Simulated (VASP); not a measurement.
Wanted: the native input for a VASP 6.6.1 run.

- Task: single point
- Functional: PBE
- Potentials or basis: VASP PAW PBE potentials, release 64 (Gd, B)
- Cutoff: 520 eV
- k mesh: 18 × 18 × 18
- Occupations: gaussian, width 0.1 eV
- Spin: collinear spin, ferromagnetic start
- Starting moments: [7.61, 0.0] μB
- Dipole correction: no
- Further INCAR settings: ALGO = Normal; EDIFF = 1e-06; NBANDS = 22

The structure of GdB lies in POSCAR:

```
GdB
1.0
    3.2452858134      0.0000000000      0.0000000000
    0.0000000000      3.2452858134      0.0000000000
    0.0000000000      0.0000000000      3.2452858134
Gd B
1 1
Direct
    0.5000000000      0.5000000000      0.5000000000
    0.0000000000      0.0000000000      0.0000000000
```

The input as run:

INCAR

```
  PREC = Accurate
  ENCUT = 520
  EDIFF = 1E-6
  ISMEAR = 0
  SIGMA = 0.1
  LREAL = F
  LASPH = T
  NELM = 150
  ALGO = Normal
  ISIF = 2
  LWAVE = F
  LCHARG = F
  ISPIN = 2
  MAGMOM = 7.61 0
  LORBIT = 11
  LMAXMIX = 6
  GGA = PE
  NBANDS = 22
```

KPOINTS

```
regular mesh
0
Gamma
  18 18 18
```

Potentials or basis: VASP PAW PBE potentials, release 64 (Gd, B).

Launch:

```bash
$ cat potpaw_PBE.64/Gd/POTCAR potpaw_PBE.64/B/POTCAR > POTCAR
$ mpirun -np 1 vasp_std > vasp.out
```

Results of the run:

```
Pressure                                              : -0.1 GPa
Net moment                                            : 7.04 μB per cell
Site moments                                          : Gd +6.81; B -0.06 μB
Valence electrons inside the program's atomic spheres : Gd 15.28; B 1.59
```

Caveat: a cell with one magnetic atom can't hold antiferromagnetic order, which such compounds often take.

Wall time 8.4 min on 1 thread of AMD EPYC 7R43 64-Core Processor (Zen 3) (shared host), peak memory 0.34 GiB.
